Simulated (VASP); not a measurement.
Here is a VASP 6.6.1 calculation.

INCAR

```
PREC = Accurate ; ENCUT = 520
EDIFF = 1E-6 ; ISMEAR = -1
SIGMA = 0.05 ; LREAL = F
LASPH = T ; NELM = 80
ALGO = Normal ; ISIF = 2
LWAVE = F ; LCHARG = F
GGA = PE ; NBANDS = 16
```

Contents of KPOINTS:

```
regular mesh
0
Gamma
  6 6 3
```

The input POSCAR:

```
SiC
1.0
    3.0760000000      0.0000000000      0.0000000000
   -1.5380000000      2.6638941420      0.0000000000
    0.0000000000      0.0000000000      5.0480000000
Si C
2 2
Direct
    0.6666666667      0.3333333333      0.5000000000
    0.3333333333      0.6666666667      0.0000000000
    0.6666666667      0.3333333333      0.8850000000
    0.3333333333      0.6666666667      0.3850000000
```

Potentials or basis: VASP PAW PBE potentials, release 64 (Si, C).

Run with:

```console
$ cat potpaw_PBE.64/Si/POTCAR potpaw_PBE.64/C/POTCAR > POTCAR
$ mpirun -np 1 vasp_std > vasp.out
```

Task: Estimate the band gap on the k mesh.

Result: 2.32 eV (least direct gap 4.07 eV).

Task: Estimate the pressure.

Result: 3.7 GPa.

Task: What does it give for the largest force?

Result: 0.750 eV/Å.

Stress tensor (GPa, compression positive):
```
5.26 0.00 0.00
0.00 5.26 0.00
0.00 0.00 0.44
```

Caveat: the cell stands under pressure; an odd mesh through Γ misses points on the zone boundary, where band edges can lie. As with any semilocal functional, this PBE gap is likely too small.
